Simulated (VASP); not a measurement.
# TiO2 (P1) in VASP: single point with r2SCAN

Aim: the single point of TiO2 with r2SCAN.

Everything below comes from runs of VASP 6.6.1. Logs are shortened: lines on timing, memory, paths and dates and some standing lists are left out, and cuts for length are marked.

## (1) The cell of the first run

The typed cell holds 12 atoms: a = 3.778 Å, b = 5.486 Å, c = 7.555 Å, α = 69.86°, β = 90.00°, γ = 69.86°.

## (2) Single point, r2SCAN

File POSCAR:

```
TiO2
1.0
    2.6711600386     -2.6712510904     -0.0201684203
    0.0358186650     -2.6712510904      4.7918789643
   -5.3423200773     -5.3425021808      0.0403368406
Ti O
4 8
Direct
    0.8633146680      0.2662611364      0.0716430536
    0.8866348234      0.2337388636      0.5533316920
    0.1410882756      0.7618214268      0.4307834414
    0.1089622330      0.7381785732      0.9442418130
    0.6624597826      0.6842400722      0.4505787978
    0.6730148016      0.6448492276      0.9671728432
    0.3751623472      0.3028745293      0.0394013160
    0.2893630686      0.3680361709      0.5428470430
    0.0440878138      0.8397325239      0.1338605893
    0.1205047680      0.8311781763      0.6984213527
    0.9256963405      0.1546677477      0.3410450136
    0.9097110777      0.1744215521      0.8266730444
```

File INCAR.step1:

```
SYSTEM = TiO2
PREC = Accurate ; ENCUT = 520
ISMEAR = 0 ; SIGMA = 0.05
LREAL = .False. ; LASPH = .True.
NELM = 80 ; NBANDS = 60
GGA = PE ; ALGO = Normal
EDIFF = 1E-4 ; LWAVE = .True.
LCHARG = .False.
```

File INCAR.step2:

```
SYSTEM = TiO2
PREC = Accurate ; ENCUT = 520
EDIFF = 1E-7 ; ISMEAR = 0
SIGMA = 0.05 ; LREAL = .False.
LASPH = .True. ; NELM = 80
ALGO = Normal ; ISIF = 2
LWAVE = .False. ; LCHARG = .False.
METAGGA = R2SCAN ; LMIXTAU = .True.
NBANDS = 60 ; ISTART = 1
```

File KPOINTS:

```
regular mesh
0
Gamma
  6 6 4
  0 0 0
```

Potentials or basis: VASP PAW PBE potentials, release 64 (Ti_sv, O).

On the command line:

```
$ cat potpaw_PBE.64/Ti_sv/POTCAR potpaw_PBE.64/O/POTCAR > POTCAR
$ cp INCAR.step1 INCAR
$ mpirun -np 1 vasp_std > vasp.out
$ cp INCAR.step2 INCAR
$ mpirun -np 1 vasp_std > vasp.out
```

OUTCAR:

```text
SYSTEM = TiO2
   PREC = Accurate
   ENCUT = 520
   EDIFF = 1E-7
   ISMEAR = 0
   LREAL = .False.
   LASPH = .True.
   NELM = 80
   ISIF = 2
   METAGGA = R2SCAN
   ISTART = 1

 ion  position               nearest neighbor table
   1  0.863  0.266  0.072-   7 1.79   6 1.82  11 1.90   7 2.02  12 2.07   9 2.07   4 2.90
   2  0.887  0.234  0.553-  11 1.79   8 1.90  10 1.96  12 1.97   8 2.11   5 2.16   3 2.90
   3  0.141  0.762  0.431-   5 1.86  11 1.88   8 1.90   5 1.99   9 2.14  10 2.18   2 2.90
   4  0.109  0.738  0.944-   9 1.70  10 1.75   6 1.88   6 2.01  12 2.09   7 2.10   1 2.90
   5  0.662  0.684  0.451-   3 1.86   3 1.99   2 2.16
   6  0.673  0.645  0.967-   1 1.82   4 1.88   4 2.01
   7  0.375  0.303  0.039-   1 1.79   1 2.02   4 2.10
   8  0.289  0.368  0.543-   2 1.90   3 1.90   2 2.11
   9  0.044  0.840  0.134-   4 1.70   1 2.07   3 2.14
  10  0.121  0.831  0.698-   4 1.75   2 1.96   3 2.18
  11  0.926  0.155  0.341-   2 1.79   3 1.88   1 1.90
  12  0.910  0.174  0.827-   2 1.97   1 2.07   4 2.09

  LATTYP: Found a base centered monoclinic cell.
 ALAT       =    35.3248674759
 B/A-ratio  =     0.1069419150
 C/A-ratio  =     0.2138838300
 COS(beta)  =    -0.9624917315

  Lattice vectors:

 A1 = (  10.6488214896,  13.3562554520,  -4.8725526455)
 A2 = (  13.3199815282,  10.6850043616,  -4.8927210658)
 A3 = (  -5.3423200773,  -5.3425021808,   0.0403368406)

Analysis of symmetry for initial positions (statically):
=====================================================================
 Subroutine PRICEL returns:
 Original cell was already a primitive cell.

 Routine SETGRP: Setting up the symmetry group for a
 base centered monoclinic supercell.

 Subroutine GETGRP returns: Found  1 space group operations
 (whereof  1 operations were pure point group operations)
 out of a pool of  4 trial point group operations.

The static configuration has the point symmetry C_1 .

Analysis of symmetry for dynamics (positions and initial velocities):
=====================================================================
 Subroutine PRICEL returns:
 Original cell was already a primitive cell.

 Routine SETGRP: Setting up the symmetry group for a
 base centered monoclinic supercell.

 Subroutine GETGRP returns: Found  1 space group operations
 (whereof  1 operations were pure point group operations)
 out of a pool of  4 trial point group operations.

The dynamic configuration has the point symmetry C_1 .

 Subroutine INISYM returns: Found  1 space group operations
 (whereof  1 operations are pure point group operations),
 and found     1 'primitive' translations

----------------------------------------------------------------------------------------

                                     Primitive cell

  volume of cell :     136.7744

  direct lattice vectors                    reciprocal lattice vectors
     2.671160039 -2.671251090 -0.020168420     0.186386235 -0.187178211 -0.105736416
     0.035818665 -2.671251090  4.791878964     0.001575584 -0.000000000  0.208674629
    -5.342320077 -5.342502181  0.040336841    -0.093980910 -0.093589105 -0.051469107

  length of vectors
     3.777708976  5.486252762  7.555417951     0.284527153  0.208680577  0.142268763

  position of ions in fractional coordinates (direct lattice)
     0.863314668  0.266261136  0.071643054
     0.886634823  0.233738864  0.553331692
     0.141088276  0.761821427  0.430783441
     0.108962233  0.738178573  0.944241813
     0.662459783  0.684240072  0.450578798
     0.673014802  0.644849228  0.967172843
     0.375162347  0.302874529  0.039401316
     0.289363069  0.368036171  0.542847043
     0.044087814  0.839732524  0.133860589
     0.120504768  0.831178176  0.698421353
     0.925696340  0.154667748  0.341045014
     0.909711078  0.174421552  0.826673044

  ion indices of the primitive-cell ions
   primitive index   ion index
                 1           1
                 2           2
                 3           3
                 4           4
                 5           5
                 6           6
                 7           7
                 8           8
                 9           9
                10          10
                11          11
                12          12

----------------------------------------------------------------------------------------

 KPOINTS: regular mesh

Automatic generation of k-mesh.
 Grid dimensions read from file:
 generate k-points for:    6    6    4

 Generating k-lattice:

  Cartesian coordinates                     Fractional coordinates (reciprocal lattice)
     0.031064373 -0.031196368 -0.017622736     0.166666667 -0.000000000 -0.000000000
     0.000262597 -0.000000000  0.034779105     0.000000000  0.166666667  0.000000000
    -0.023495227 -0.023397276 -0.012867277    -0.000000000 -0.000000000  0.250000000

  Length of vectors
     0.047421192  0.034780096  0.035567191

  Shift w.r.t. Gamma in fractional coordinates (k-lattice)
     0.000000000  0.000000000  0.000000000

 Subroutine IBZKPT returns following result:
 ===========================================

 Found     76 irreducible k-points:

 Following reciprocal coordinates:
            Coordinates               Weight
  0.000000  0.000000  0.000000      1.000000
  0.166667  0.000000  0.000000      2.000000
  0.333333  0.000000 -0.000000      2.000000
  0.500000  0.000000  0.000000      1.000000
  0.000000  0.166667 -0.000000      2.000000
  0.166667  0.166667 -0.000000      2.000000
[... 16 lines left out ...]
  0.333333 -0.000000  0.250000      2.000000
  0.500000  0.000000  0.250000      2.000000
 [... further k-points ...]
   k-points           NKPTS =     76   k-points in BZ     NKDIM =     76   number of bands    NBANDS=     60
   number of dos      NEDOS =    301   number of ions     NIONS =     12
   total plane-waves  NPLWV =  65856
   dimension x,y,z NGX =    28 NGY =   42 NGZ =   56
   dimension x,y,z NGXF=    56 NGYF=   84 NGZF=  112
   ions per type =               4   8
   NGX,Y,Z   is equivalent  to a cutoff of  12.32, 12.73, 12.32 a.u.
   NGXF,Y,Z  is equivalent  to a cutoff of  24.64, 25.45, 24.64 a.u.
 SYSTEM =  TiO2
   PREC   = accura    normal or accurate (medium, high low for compatibility)
   ISTART =      1    job   : 0-new  1-cont  2-samecut
   ICHARG =      0    charge: 1-file 2-atom 10-const
   ISPIN  =      1    spin polarized calculation?
   LNONCOLLINEAR =      F non collinear calculations
   LSORBIT =      F    spin-orbit coupling
   LASPH  =      T    aspherical Exc in radial PAW
   ENCUT  =  520.0 eV  38.22 Ry    6.18 a.u.   7.02 10.20 14.05*2*pi/ulx,y,z
   NELM   =     80;   NELMIN=  2; NELMDL=  0     # of ELM steps
   EDIFF  = 0.1E-06   stopping-criterion for ELM
   LREAL  =      F    real-space projection
   EDIFFG = 0.1E-05   stopping-criterion for IOM
   NSW    =      0    number of steps for IOM
   IBRION =     -1    ionic relax: 0-MD 1-quasi-New 2-CG
   NFREE  =      0    steps in history (QN), initial steepest desc. (CG)
   ISIF   =      2    stress and relaxation
   ISYM   =      2    0-nonsym 1-usesym 2-fastsym
   POTIM  = 0.5000    time-step for ionic-motion
   TEBEG  =    0.0;   TEEND  =   0.0 temperature during run
   PSTRESS=    0.0 pullay stress
   NELECT =      96.0000    total number of electrons
   NUPDOWN=      -1.0000    fix difference up-down
   EMIN   =  10.00;   EMAX   =-10.00  energy-range for DOS
   EFERMI =   0.00;   METHOD = LEGACY
   ISMEAR =     0;   SIGMA  =   0.05  broadening in eV -4-tet -1-fermi 0-gaus
   EFERMI_NEDOS =   21; number of points for ismear=-14 and -15
   IALGO  =     38    algorithm
   IMIX   =      4    mixing-type and parameters
     AMIX     =   0.40;   BMIX     =  1.00
     AMIX_MAG =   1.60;   BMIX_MAG =  1.00
  volume/ion in A,a.u.               =      11.40        76.92
  Fermi-wavevector in a.u.,A,eV,Ry     =   1.454890  2.749344 28.799531  2.116706
  Thomas-Fermi vector in A             =   2.571988
   LORBIT       =      0    0 simple, 1 ext, 2 COOP (PROOUT), +10 PAW based schemes
   METAGGA = R2SCAN    functional components
   LHFCALC =     F    Hartree Fock is set to
   AEXX    =    0.0000 exact exchange contribution
   IVDW    =     0    specifies the selected vdW correction
   LEPSILON=     F    determine dielectric tensor
   LRPA    =     F    only Hartree local field effects (RPA)
 non-spin polarized calculation
 Gauss-broadening in eV      SIGMA  =   0.05
  energy-cutoff  :      520.00
  volume of cell :      136.77
 maximum number of plane-waves:      3704
   NGX = 15   NGY = 21   NGZ = 29

 number of electron      95.9999995 magnetization

 Free energy of the ion-electron system (eV)
  ---------------------------------------------------
  ext. energy  EPLUGINS =         0.00000000
  ---------------------------------------------------
  free energy    TOTEN  =      -136.89228423 eV

  energy without entropy =     -136.89228423  energy(sigma->0) =     -136.89228423

 E-fermi :   3.9354     XC(G=0): -11.4231

 val. band max:        3.6159313690   @ k =   0.5000   0.0000   0.0000
 cond. band min:       5.6089094525   @ k =   0.0000   0.0000   0.0000
 fundamental gap:      1.9929780835
 Fermi energy:         3.9354184461

 k-point     1 :       0.0000    0.0000    0.0000
  band No.  band energies     occupation
      1     -55.8906      2.00000
      2     -55.6210      2.00000
      3     -55.2256      2.00000
      4     -54.6768      2.00000
      5     -31.3711      2.00000
      6     -31.0394      2.00000
[... 52 lines left out ...]
     59       8.2072      0.00000
     60       8.2901      0.00000

 k-point     2 :       0.1667    0.0000    0.0000
  band No.  band energies     occupation
      1     -55.8896      2.00000
      2     -55.6209      2.00000
      3     -55.2247      2.00000
      4     -54.6764      2.00000
      5     -31.3639      2.00000
      6     -31.0588      2.00000
[... 1375 lines left out ...]
     59       8.0824      0.00000
     60       8.5873      0.00000

 k-point    24 :       0.5000    0.0000    0.2500
  band No.  band energies     occupation
      1     -55.8867      2.00000
      2     -55.6203      2.00000
      3     -55.2217      2.00000
      4     -54.6754      2.00000
      5     -31.3381      2.00000
      6     -31.1426      2.00000
[... 52 lines left out ...]
     59       8.3698      0.00000
     60       8.6765      0.00000

 [... further k-points ...]
[... 5 lines left out ...]
  --------------------------------------------------------------------------------------
  -------------------------------------------------------------------------------------
  Total        9.3985289      6.9463607      8.0344371      3.7700643     -1.4323649     -0.4819589
  in kB      110.0944691     81.3697439     94.1154832     44.1625736    -16.7787383     -5.6456714
  external PRESSURE =      95.1932321 kB  Pullay stress =       0.0000000 kB

 VOLUME and BASIS-vectors are now :
 -----------------------------------------------------------------------------
  energy-cutoff  :      520.00
  volume of cell :      136.77
      direct lattice vectors                 reciprocal lattice vectors
     2.671160039 -2.671251090 -0.020168420     0.186386235 -0.187178211 -0.105736416
     0.035818665 -2.671251090  4.791878964     0.001575584 -0.000000000  0.208674629
    -5.342320077 -5.342502181  0.040336841    -0.093980910 -0.093589105 -0.051469107

 POSITION                                       TOTAL-FORCE (eV/Angst)
 -----------------------------------------------------------------------------------
      1.93285     -3.40013      1.26137         3.169863      2.600657     -1.522793
     -0.57936     -5.94898      1.12449        -4.614130     -4.208180      1.721353
     -1.89723     -4.71336      3.66509         0.099863      0.025229     -2.439007
     -4.72695     -7.30754      3.57315         1.212430      0.015351     -0.288876
     -0.61309     -6.00459      3.28361        -0.483570      0.920244      0.428047
     -3.34612     -8.68747      3.11548        -0.144069     -0.211223      0.550389
      0.80247     -2.02171      1.44536        -2.273899      0.914439      0.618811
     -2.11395     -4.65624      1.77965         1.862553     -0.421193     -1.293594
     -0.56728     -3.07606      4.02841        -4.415003     -5.518925      0.540638
     -3.37953     -6.27350      4.00865         4.674960      4.863692      1.115873
      0.65625     -4.70796      0.73624         0.766272      0.847017      0.199850
     -1.98012     -7.31249      0.85080         0.144731      0.172891      0.369309
 -----------------------------------------------------------------------------------
    total drift:                                0.001744      0.003787      0.001029

  FREE ENERGIE OF THE ION-ELECTRON SYSTEM (eV)
  ---------------------------------------------------
  free  energy   TOTEN  =      -136.8922842263 eV

  energy  without entropy=     -136.8922842263  energy(sigma->0) =     -136.89228423
```

Wall time 75 min (1 thread of Oxide Virtual Turin-like, shared host); peak memory 0.52 GiB.

What came out:

| Quantity | Value |
| --- | --- |
| Free energy | -136.8923 eV |
| Pressure | 9.5 GPa |
| Largest force | 7.088 eV/Å |
| Band gap on the k mesh | 1.99 eV (least direct gap 2.20 eV) |

Forces in eV/Å, atoms in the order of the input:
```
Ti   3.170  2.601 -1.523
Ti  -4.614 -4.208  1.721
Ti   0.100  0.025 -2.439
Ti   1.212  0.015 -0.289
O   -0.484  0.920  0.428
O   -0.144 -0.211  0.550
O   -2.274  0.914  0.619
O    1.863 -0.421 -1.294
O   -4.415 -5.519  0.541
O    4.675  4.864  1.116
O    0.766  0.847  0.200
O    0.145  0.173  0.369
```

Stress tensor (GPa, compression positive):
```
11.01  4.42 -0.56
 4.42  8.14 -1.68
-0.56 -1.68  9.41
```

Caveat: the cell stands under pressure; the PAW data sets were made with another functional, which shifts forces and pressure a little.
